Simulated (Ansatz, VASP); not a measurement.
One calculation of Nb, two programs

Contents of INCAR:

```
PREC = Accurate
ENCUT = 500
EDIFF = 1E-6
ISMEAR = 0
SIGMA = 0.15
LREAL = False
LASPH = True
NELM = 120
ALGO = Normal
ISIF = 2
LWAVE = False
LCHARG = True
GGA = PS
LELF = True
LVHAR = True
NBANDS = 12
GGA_COMPAT = False
```

File KPOINTS:

```
Automatic mesh
0
Gamma
  20 20 20
```

The input POSCAR:

```
Nb
1.0
    0.0000000000      2.2207500000      2.0621250000
    2.2207500000      0.0000000000      2.0621250000
    2.2207500000      2.2207500000      0.0000000000
Nb
1
Direct
    0.0000000000      0.0000000000      0.0000000000
```

Input for Ansatz:

```yaml
crystal:
  lattice:
    - [0.0, 2.22075, 2.062125]
    - [2.22075, 0.0, 2.062125]
    - [2.22075, 2.22075, 0.0]
  atoms:
    - { symbol: Nb, position: [0.0, 0.0, 0.0] }
basis:
  ecutwfc: 420
kpoints:
  mp_grid: { grid: [20, 20, 20] }
hamiltonian:
  xc: pbesol
scf:
  occupations: { method: gaussian, width: 0.15 }
output:
  forces: true
  stress: true
  eigenvalues: true
```

Change from the starting cell: strain +0.050 along x and y, -0.025 along z, atoms carried along.

Alike in both runs: task single point; functional PBEsol; k mesh 20 × 20 × 20; occupations gaussian, width 0.15 eV; no spin polarisation.

```csv
,VASP,Ansatz
version,VASP 6.6.1,Ansatz 0.2.0
potentials or method,"VASP PAW PBE potentials, release 64 (Nb_sv), cutoff 500 eV","scalar-relativistic, plane waves, PAW"
valence electrons in the cell,13,13
```

```csv
,VASP,Ansatz,Ansatz less VASP
gap on the k mesh at the Fermi level (eV),none,none,-
pressure (GPa),-17.3,-17.0,+0.27
"traceless stress, the component that is largest in VASP (GPa)",-8.29,-8.34,-0.049
```

VASP's potentials were made for PBE, not for PBEsol. A gap of «none» marks a metal or a gap that the smearing closes.
